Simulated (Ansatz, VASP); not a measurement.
# Mg in VASP and in Ansatz

File INCAR:

```
ALGO     = Normal         # electronic algorithm
EDIFF    = 1E-8           # SCF threshold, eV
ENCUT    = 520            # plane-wave cutoff, eV
GGA      = CA             # functional
ISIF     = 2              # what is computed and relaxed
ISMEAR   = -1             # smearing method
LASPH    = True           # aspherical terms in the spheres
LCHARG   = False          # write CHGCAR
LEFG     = True         
LREAL    = False          # projectors in reciprocal space
LWAVE    = False          # write WAVECAR
NBANDS   = 7              # bands
NELM     = 80             # most SCF steps
PREC     = Accurate       # precision mode
SIGMA    = 0.03           # smearing width, eV
```

The input KPOINTS:

```
k-points
0
Gamma
  16 16 16
```

File POSCAR:

```
Mg
1.0
    0.0000000000      2.2139244980      2.2139244980
    2.2139244980      0.0000000000      2.2139244980
    2.2139244980      2.2139244980      0.0000000000
Mg
1
Direct
    0.0000000000      0.0000000000      0.0000000000
```

Input for Ansatz:

```yaml
crystal:
  lattice:
    - [0.0, 2.213924498, 2.213924498]
    - [2.213924498, 0.0, 2.213924498]
    - [2.213924498, 2.213924498, 0.0]
  atoms:
    - { symbol: Mg, position: [0.0, 0.0, 0.0] }
kpoints:
  mp_grid: { grid: [16, 16, 16] }
scf:
  occupations: { method: fermi_dirac, width: 0.03 }
hamiltonian:
  xc: lda
  pseudopotentials: { kind: all_electron, datasets: crystal }
output:
  forces: true
  stress: true
  eigenvalues: true
  efg: { contact_densities: true }
```

Change from the starting cell: volume scaled by 0.96, crystal datasets.

Alike in both runs: task electric field gradients; functional LDA; k mesh 16 × 16 × 16; occupations fermi-dirac, width 0.03 eV; no spin polarisation.

```csv
,VASP,Ansatz
version,VASP 6.6.1,Ansatz 0.2.0
potentials or method,"VASP PAW LDA potentials, release 64 (Mg), cutoff 520 eV","all-electron PAW with datasets made for the crystal, scalar-relativistic"
```

|  | VASP | Ansatz | Ansatz less VASP |
| --- | --- | --- | --- |
| pressure (GPa) | -0.2 | 0.2 | +0.35 |

LDA's correlation is that of Perdew and Zunger in VASP and of Perdew and Wang (1992) in Ansatz. Ansatz ran all-electron here, and VASP with PAW potentials.
